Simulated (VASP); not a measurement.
Input of a VASP 6.6.1 run:

Contents of INCAR:

```
SYSTEM = Pt3PbC
PREC = Accurate
ENCUT = 520
EDIFF = 1E-7
ISMEAR = -1
SIGMA = 0.1
LREAL = .FALSE.
LASPH = .TRUE.
NELM = 100
ALGO = Normal
ISIF = 2
LWAVE = .FALSE.
LCHARG = .FALSE.
GGA = PE
IVDW = 12
NBANDS = 32
```

Contents of KPOINTS:

```
Automatic mesh
0
G
  4 4 4
  0 0 0
```

Contents of POSCAR:

```
Pt3PbC
1.0
    4.3480430000      0.0000000000      0.0000000000
    0.0000000000      4.3480430000      0.0000000000
    0.0000000000      0.0000000000      4.3480430000
Pt Pb C
3 1 1
Direct
    0.0000000000      0.5000000000      0.5000000000
    0.4362466886      0.5000000000      0.0000000000
    0.4362466886      0.0000000000      0.5000000000
   -0.0585433209      0.0000000000      0.0000000000
    0.5392903442      0.5000000000      0.5000000000
```

Potentials or basis: VASP PAW PBE potentials, release 64 (Pt, Pb_d, C).

Run with:

```sh
$ cat potpaw_PBE.64/Pt/POTCAR potpaw_PBE.64/Pb_d/POTCAR potpaw_PBE.64/C/POTCAR > POTCAR
$ mpirun -np 1 vasp_std > vasp.out
```

Task: Estimate the largest force.

Result: 0.067 eV/Å.

Task: Estimate the pressure.

Result: -6.0 GPa.

Task: What does it give for the band gap on the k mesh?

Result: Zero (bands 24 and 25 overlap by 1.54 eV).

Forces on the atoms (eV/Å):
```
Pt   0.067  0.000  0.000
Pt  -0.017  0.000  0.000
Pt  -0.017  0.000  0.000
Pb   0.004  0.000  0.000
C   -0.038  0.000  0.000
```

Caveat: the k points lie up to 0.36 Å⁻¹ apart, too coarse for converged energies and pressures of a metal; spin-orbit coupling is left out, which moves the levels of the heavy elements.
